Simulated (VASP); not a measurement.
Set up this calculation in VASP 6.6.1, as the native input.

- Task: single point
- Functional: PBE
- Potentials or basis: VASP PAW PBE potentials, release 64 (Al, N)
- Cutoff: 600 eV
- k mesh: 10 × 10 × 10, shifted
- Occupations: gaussian, width 0.02 eV
- Spin: no spin polarisation
- Dipole correction: no
- Further INCAR settings: ALGO = Normal; EDIFF = 1e-06; NBANDS = 11; ISYM = 0

The structure of AlN lies in POSCAR:

```
AlN
1.0
    0.0000000000      2.0353218852      2.0353218852
    2.0353218852      0.0000000000      2.0353218852
    2.0353218852      2.0353218852      0.0000000000
Al N
1 1
Direct
    0.5000000000      0.5000000000      0.5000000000
    0.0000000000      0.0000000000      0.0000000000
```

One way to write it, as run:

INCAR

```
PREC     = Accurate       # precision mode
ENCUT    = 600            # plane-wave cutoff, eV
EDIFF    = 1E-6           # SCF threshold, eV
ISMEAR   = 0              # smearing method
SIGMA    = 0.02           # smearing width, eV
LREAL    = F              # projectors in reciprocal space
LASPH    = T              # aspherical terms in the spheres
NELM     = 120            # most SCF steps
ALGO     = Normal         # electronic algorithm
ISIF     = 2              # what is computed and relaxed
LWAVE    = F              # write WAVECAR
LCHARG   = F              # write CHGCAR
GGA      = PE             # functional
NBANDS   = 11             # bands
ISYM     = 0            
GGA_COMPAT= F
```

KPOINTS

```
Automatic mesh
0
Gamma
  10 10 10
  0.5 0.5 0.5
```

Potentials or basis: VASP PAW PBE potentials, release 64 (Al, N).

Run with:

```console
$ cat potpaw_PBE.64/Al/POTCAR potpaw_PBE.64/N/POTCAR > POTCAR
$ mpirun -np 1 vasp_std > vasp.out
```

It gave:

```yaml
Pressure: -0.4 GPa
Band_gap_on_the_k_mesh: 4.60 eV (least direct gap 5.61 eV)
```

Caveat: a shifted mesh leaves out Γ, where band edges can lie.

It took 6 min on 1 thread of Intel Xeon 8259CL, with other jobs on the host, peak memory 0.51 GiB.
